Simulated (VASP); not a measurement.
# Na (Im-3m) in VASP: a series of runs

The runs below take Na through single point, relaxation of cell and atoms, with r2SCAN.

All numbers are computed with VASP 6.6.1; they aren't measurements. Logs are shortened: lines on timing, memory, paths and dates and some standing lists are left out, and cuts for length are marked.

## 1. The cell of the first run

Symmetry: Im-3m, No. 229, cubic system. The conventional cell has a = 4.223 Å, b = 4.223 Å, c = 4.223 Å, α = 90.00°, β = 90.00°, γ = 90.00°. Na (site symmetry m-3m) has 14 Na at 3.66 to 4.22 Å within 4.8 Å.

## 2. Single point, r2SCAN

The input, POSCAR:

```
Na
1.0
   -2.1116455575      2.1116455575      2.1116455575
    2.1116455575     -2.1116455575      2.1116455575
    2.1116455575      2.1116455575     -2.1116455575
Na
1
Direct
    0.0000000000      0.0000000000      0.0000000000
```

The input, INCAR.step1:

```
SYSTEM = Na
PREC = Accurate
ENCUT = 520
ISMEAR = 0
SIGMA = 0.1
LREAL = .False.
LASPH = .True.
NELM = 80
NBANDS = 10
GGA = PE
ALGO = Normal
EDIFF = 1E-4
LWAVE = .True.
LCHARG = .False.
```

The input, INCAR.step2:

```
SYSTEM = Na
PREC = Accurate
ENCUT = 520
EDIFF = 1E-6
ISMEAR = 0
SIGMA = 0.1
LREAL = .False.
LASPH = .True.
NELM = 80
ALGO = Normal
ISIF = 2
LWAVE = .False.
LCHARG = .False.
METAGGA = R2SCAN
LMIXTAU = .True.
NBANDS = 10
ISTART = 1
```

The input, KPOINTS:

```
Automatic mesh
0
Gamma
  14 14 14
  0 0 0
```

Potentials or basis: VASP PAW PBE potentials, release 64 (Na_pv).

Run with:

```sh
$ cat potpaw_PBE.64/Na_pv/POTCAR > POTCAR
$ cp INCAR.step1 INCAR
$ mpirun -np 1 vasp_std > vasp.out
$ cp INCAR.step2 INCAR
$ mpirun -np 1 vasp_std > vasp.out
```

OUTCAR:

```text
SYSTEM = Na
   PREC = Accurate
   ENCUT = 520
   EDIFF = 1E-6
   ISMEAR = 0
   LREAL = .False.
   LASPH = .True.
   NELM = 80
   ISIF = 2
   METAGGA = R2SCAN
   ISTART = 1

 ion  position               nearest neighbor table
   1  0.000  0.000  0.000-

  LATTYP: Found a body centered cubic cell.
 ALAT       =     4.2232911150

  Lattice vectors:

 A1 = (  -2.1116455575,   2.1116455575,   2.1116455575)
 A2 = (   2.1116455575,  -2.1116455575,   2.1116455575)
 A3 = (   2.1116455575,   2.1116455575,  -2.1116455575)

Analysis of symmetry for initial positions (statically):
=====================================================================
 Subroutine PRICEL returns:
 Original cell was already a primitive cell.

 Routine SETGRP: Setting up the symmetry group for a
 body centered cubic supercell.

 Subroutine GETGRP returns: Found 48 space group operations
 (whereof 48 operations were pure point group operations)
 out of a pool of 48 trial point group operations.

The static configuration has the point symmetry O_h .

Analysis of symmetry for dynamics (positions and initial velocities):
=====================================================================
 Subroutine PRICEL returns:
 Original cell was already a primitive cell.

 Routine SETGRP: Setting up the symmetry group for a
 body centered cubic supercell.

 Subroutine GETGRP returns: Found 48 space group operations
 (whereof 48 operations were pure point group operations)
 out of a pool of 48 trial point group operations.

The dynamic configuration has the point symmetry O_h .

 Subroutine INISYM returns: Found 48 space group operations
 (whereof 48 operations are pure point group operations),
 and found     1 'primitive' translations

----------------------------------------------------------------------------------------

                                     Primitive cell

  volume of cell :      37.6637

  direct lattice vectors                    reciprocal lattice vectors
    -2.111645558  2.111645558  2.111645558     0.000000000  0.236782162  0.236782162
     2.111645558 -2.111645558  2.111645558     0.236782162  0.000000000  0.236782162
     2.111645558  2.111645558 -2.111645558     0.236782162  0.236782162  0.000000000

  length of vectors
     3.657477393  3.657477393  3.657477393     0.334860545  0.334860545  0.334860545

  position of ions in fractional coordinates (direct lattice)
     0.000000000  0.000000000  0.000000000

  ion indices of the primitive-cell ions
[... 72 lines left out ...]
   ENCUT  =  520.0 eV  38.22 Ry    6.18 a.u.   6.80  6.80  6.80*2*pi/ulx,y,z
   NELM   =     80;   NELMIN=  2; NELMDL=  0     # of ELM steps
   EDIFF  = 0.1E-05   stopping-criterion for ELM
   LREAL  =      F    real-space projection
[... 7 lines left out ...]
   TEBEG  =    0.0;   TEEND  =   0.0 temperature during run
   PSTRESS=    0.0 pullay stress
   NELECT =       7.0000    total number of electrons
   NUPDOWN=      -1.0000    fix difference up-down
   EMIN   =  10.00;   EMAX   =-10.00  energy-range for DOS
   EFERMI =   0.00;   METHOD = LEGACY
   ISMEAR =     0;   SIGMA  =   0.10  broadening in eV -4-tet -1-fermi 0-gaus
   EFERMI_NEDOS =   21; number of points for ismear=-14 and -15
   IALGO  =     38    algorithm
   IMIX   =      4    mixing-type and parameters
     AMIX     =   0.40;   BMIX     =  1.00
     AMIX_MAG =   1.60;   BMIX_MAG =  1.00
  volume/ion in A,a.u.               =      37.66       254.17
  Fermi-wavevector in a.u.,A,eV,Ry     =   0.934257  1.765490 11.875664  0.872837
  Thomas-Fermi vector in A             =   2.061043
   LORBIT       =      0    0 simple, 1 ext, 2 COOP (PROOUT), +10 PAW based schemes
   METAGGA = R2SCAN    functional components
   LHFCALC =     F    Hartree Fock is set to
   AEXX    =    0.0000 exact exchange contribution
   IVDW    =     0    specifies the selected vdW correction
   LEPSILON=     F    determine dielectric tensor
   LRPA    =     F    only Hartree local field effects (RPA)
 non-spin polarized calculation
 Gauss-broadening in eV      SIGMA  =   0.10
  energy-cutoff  :      520.00
  volume of cell :       37.66
 maximum number of plane-waves:      1048
   NGX = 13   NGY = 13   NGZ = 13

 number of electron       7.0000010 magnetization

 Free energy of the ion-electron system (eV)
  ---------------------------------------------------
  ext. energy  EPLUGINS =         0.00000000
  ---------------------------------------------------
  free energy    TOTEN  =        -3.55487925 eV

  energy without entropy =       -3.55189499  energy(sigma->0) =       -3.55338712

 E-fermi :   0.2755     XC(G=0):  -6.8741

 val. band max:        0.2499762756   @ k =  -0.3571   0.4286   0.1429
 cond. band min:       0.3296460550   @ k =   0.3571   0.0714   0.0714
 fundamental gap:      0.0796697794
 Fermi energy:         0.2754508202

 k-point     1 :       0.0000    0.0000    0.0000
  band No.  band energies     occupation
      1     -25.7215      2.00000
      2     -25.7215      2.00000
      3     -25.7212      2.00000
      4      -3.1524      2.00000
      5      12.6166      0.00000
      6      12.6171      0.00000
      7      12.6171      0.00000
      8      13.8192      0.00000
      9      13.8192      0.00000
     10      14.4277      0.00000
[... 287 lines left out ...]
 k-point    24 :       0.3571    0.2857   -0.0000
  band No.  band energies     occupation
      1     -25.7473      2.00000
      2     -25.7421      2.00000
      3     -25.7256      2.00000
      4       2.0486      0.00000
      5       2.5605      0.00000
      6       4.0585      0.00000
      7       8.9477      0.00000
      8      13.3165      0.00000
      9      14.2503      0.00000
     10      15.6068      0.00000

 [... further k-points ...]

------------------------ aborting loop because EDIFF is reached ----------------------------------------

  FORCE on cell =-STRESS in cart. coord.  units (eV):
  Direction    XX          YY          ZZ          XY          YZ          ZX
  --------------------------------------------------------------------------------------
  -------------------------------------------------------------------------------------
  Total        0.0226052      0.0226052      0.0226052     -0.0000000      0.0000000     -0.0000000
  in kB        0.9616011      0.9616011      0.9616011     -0.0000000      0.0000000     -0.0000000
  external PRESSURE =       0.9616011 kB  Pullay stress =       0.0000000 kB

 VOLUME and BASIS-vectors are now :
 -----------------------------------------------------------------------------
  energy-cutoff  :      520.00
  volume of cell :       37.66
      direct lattice vectors                 reciprocal lattice vectors
    -2.111645558  2.111645558  2.111645558     0.000000000  0.236782162  0.236782162
     2.111645558 -2.111645558  2.111645558     0.236782162  0.000000000  0.236782162
     2.111645558  2.111645558 -2.111645558     0.236782162  0.236782162  0.000000000

 POSITION                                       TOTAL-FORCE (eV/Angst)
 -----------------------------------------------------------------------------------
      0.00000      0.00000      0.00000         0.000000      0.000000      0.000000
 -----------------------------------------------------------------------------------
    total drift:                               -0.000000     -0.000000     -0.000000

  FREE ENERGIE OF THE ION-ELECTRON SYSTEM (eV)
  ---------------------------------------------------
  free  energy   TOTEN  =        -3.5548792505 eV

  energy  without entropy=       -3.5518949927  energy(sigma->0) =       -3.55338712
```

OSZICAR.step1:

```text
N       E                     dE             d eps       ncg     rms          rms(c)
DAV:   1     0.286189284565E+02    0.28619E+02   -0.37104E+03  2090   0.572E+02
DAV:   2    -0.635339573931E+00   -0.29254E+02   -0.29112E+02  2144   0.152E+02
DAV:   3    -0.130659277679E+01   -0.67125E+00   -0.67058E+00  2580   0.241E+01
DAV:   4    -0.131239190909E+01   -0.57991E-02   -0.57986E-02  2432   0.220E+00
DAV:   5    -0.131247778204E+01   -0.85873E-04   -0.85872E-04  2444   0.264E-01    0.204E-01
DAV:   6    -0.131212512704E+01    0.35266E-03   -0.48746E-04  2424   0.264E-01    0.137E-01
DAV:   7    -0.131188170564E+01    0.24342E-03   -0.99164E-04  2354   0.314E-01    0.159E-02
DAV:   8    -0.131187412418E+01    0.75815E-05   -0.43688E-05  1280   0.111E-01
   1 F= -.13118741E+01 E0= -.13103511E+01  d E =-.304601E-02
```

Wall time 51 s (1 thread of Intel Xeon 6975P-C (Granite Rapids), shared host); peak memory 0.17 GiB.

Results:

| Item | Value |
| --- | --- |
| Free energy | -3.5549 eV |
| Pressure | 0.1 GPa |
| Band gap on the k mesh | zero (an odd number of electrons rules out a gap without spin polarisation) |

Caveat: the PAW data sets were made with another functional, which shifts forces and pressure a little.

## 3. Relaxation of cell and atoms, r2SCAN

This run uses another cell than the first one, of 37.26 Å³/atom.

The input, POSCAR:

```
Na
1.0
   -2.1040268000      2.1040268000      2.1040268000
    2.1040268000     -2.1040268000      2.1040268000
    2.1040268000      2.1040268000     -2.1040268000
Na
1
Direct
    0.0000000000      0.0000000000      0.0000000000
```

The input, INCAR.step1:

```
PREC = Accurate ; ENCUT = 600
ISMEAR = 0 ; SIGMA = 0.1
LREAL = False ; LASPH = True
NELM = 100 ; GGA = PE
ALGO = Normal ; EDIFF = 1E-4
LWAVE = True ; LCHARG = False
```

The input, INCAR.step2:

```
PREC = Accurate ; ENCUT = 600
EDIFF = 1E-6 ; ISMEAR = 0
SIGMA = 0.1 ; LREAL = False
LASPH = True ; NELM = 100
ALGO = Normal ; ISIF = 3
LWAVE = False ; LCHARG = False
METAGGA = R2SCAN ; LMIXTAU = True
IBRION = 2 ; NSW = 100
EDIFFG = -0.005 ; ISTART = 1
```

The input, KPOINTS:

```
regular mesh
0
Gamma
  14 14 14
```

Potentials or basis: VASP PAW PBE potentials, release 64 (Na_pv).

Run with:

```sh
$ cat potpaw_PBE.64/Na_pv/POTCAR > POTCAR
$ cp INCAR.step1 INCAR
$ mpirun -np 1 vasp_std > vasp.out
$ cp INCAR.step2 INCAR
$ mpirun -np 1 vasp_std > vasp.out
```

Wall time 2.6 min (1 thread of Intel Xeon 6975P-C (Granite Rapids), shared host); peak memory 0.18 GiB.

Results (log left out):

```yaml
Free_energy: -3.5544 eV
Relaxed_volume: 38.16 Å³/atom
Relaxed_cell: a = 3.673 Å, b = 3.673 Å, c = 3.673 Å, α = 109.47°, β = 109.47°, γ = 109.47°
Space_group_after_relaxing_to_0.1_Å: Im-3m (No. 229)
Ionic_steps: 4
Pressure_after_relaxing: 0.0 GPa
Band_gap_on_the_k_mesh: zero (an odd number of electrons rules out a gap without spin polarisation)
```

Final structure:
```yaml
crystal:
  lattice:
    - [-2.12088, 2.12088, 2.12088]
    - [2.12088, -2.12088, 2.12088]
    - [2.12088, 2.12088, -2.12088]
  atoms:
    - { symbol: Na, position: [0.00000, 0.00000, 0.00000] }
```

Levels at points of the mesh, in eV from the Fermi level:
```tsv
k point	band 1	band 2	band 3	band 4	band 5	band 6	band 7
(0.00, 0.00, 0.00)	-26.01	-26.01	-26.01	-3.40	12.26	12.26	12.26
(0.50, 0.00, 0.00)	-26.04	-26.02	-26.01	0.74	1.43	8.57	9.85
(0.50, 0.50, 0.50)	-26.03	-26.03	-26.03	4.68	4.68	5.22	5.22
```

Caveat: the PAW data sets were made with another functional, which shifts forces and pressure a little.
